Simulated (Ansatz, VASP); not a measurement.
Two plane-wave programs on Ir

```
Ir
1.0
     0.00000    1.94171    1.94171
     1.94171    0.00000    1.94171
     1.94171    1.94171    0.00000
Ir
1
Direct
  0.00000 0.00000 0.00000
```

Alike in both runs: task single point; functional revPBE; k mesh 23 × 23 × 23; occupations fermi-dirac, width 0.1 eV; no spin polarisation.

|  | VASP | Ansatz |
| --- | --- | --- |
| version | VASP 6.6.1 | Ansatz 0.2.0 |
| potentials or method | VASP PAW PBE potentials, release 64 (Ir), cutoff 520 eV | plane waves (420 eV) with PAW, scalar-relativistic |
| valence electrons in the cell | 9 | 17 |

|  | VASP | Ansatz | Ansatz less VASP |
| --- | --- | --- | --- |
| pressure (GPa) | 0.2 | -0.2 | -0.38 |

VASP's potentials were made for PBE, not for revPBE. With one functional, cell and mesh, what is left measures potentials, basis and numerics. VASP's potentials hold 9 valence electrons a cell and Ansatz's 17, so a difference there can come from the potentials and not from the codes.

Neither program's run includes spin-orbit coupling.
